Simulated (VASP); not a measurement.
Runs of VASP 6.6.1 on InP (rocksalt type). The structure is that of space group Fm-3m (No. 225), or close to it. The cells are those of the table. 

| cell | gap on the mesh (eV) | pressure (GPa) |
| --- | --- | --- |
| a = 3.184 Å, angles 60.0°, 2 atoms | none | 194.4 |
| a = 3.886 Å, angles 60.0°, 2 atoms | none | 0.0 |
| a = 3.807 Å, angles 60.0°, 2 atoms | none | 6.1 |
| a = 3.607 Å, angles 60.0°, 2 atoms | none | (b) |
| a = 3.724 Å, angles 60.0°, 2 atoms | none | (a) |

Alike in all rows: task single point; level r2SCAN; potentials or basis VASP PAW PBE potentials, release 64 (In_d, P); no spin polarisation; k mesh 14 × 14 × 14; cutoff (eV) 520; smearing fermi-dirac 0.05 eV.

Task: Fill in the values left out.

Result: (a) 14.6; (b) 31.7.

Caveats: the PAW data sets were made with another functional, which shifts forces and pressure a little; spin-orbit coupling is left out, which moves the levels of the heavy elements; the cell stands under pressure (at least some runs).

A k mesh can miss the band edges, and the runs leave out spin-orbit coupling on In.

A gap of «none» marks levels without a gap at the run's occupations.
